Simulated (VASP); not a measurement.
A run of VASP 6.6.1:

File INCAR:

```
PREC = Accurate
ENCUT = 520
EDIFF = 1E-6
ISMEAR = 0
SIGMA = 0.05
LREAL = False
LASPH = True
NELM = 150
ALGO = Normal
ISIF = 2
LWAVE = False
LCHARG = False
ISPIN = 2
MAGMOM = 2 0
LORBIT = 11
LMAXMIX = 4
GGA = PE
NBANDS = 19
```

Contents of KPOINTS:

```
regular mesh
0
Gamma
  12 12 12
```

POSCAR

```
NiO
1.0
    0.0000000000      2.2409531277      2.2409531277
    2.2409531277      0.0000000000      2.2409531277
    2.2409531277      2.2409531277      0.0000000000
Ni O
1 1
Direct
    0.0000000000      0.0000000000      0.0000000000
    0.2500000000      0.2500000000      0.2500000000
```

Potentials or basis: VASP PAW PBE potentials, release 64 (Ni, O).

Launch:

```sh
$ cat potpaw_PBE.64/Ni/POTCAR potpaw_PBE.64/O/POTCAR > POTCAR
$ mpirun -np 1 vasp_std > vasp.out
```

Hardware: 1 thread of AMD EPYC 7R43 64-Core Processor (Zen 3) (shared host).

Problem. Estimate the wall time of this run.

Solution. Wall time 65 s on 1 thread of AMD EPYC 7R43 64-Core Processor (Zen 3), with other jobs on the host, peak memory 0.14 GiB. Counts: scf iterations 16, k points 72.
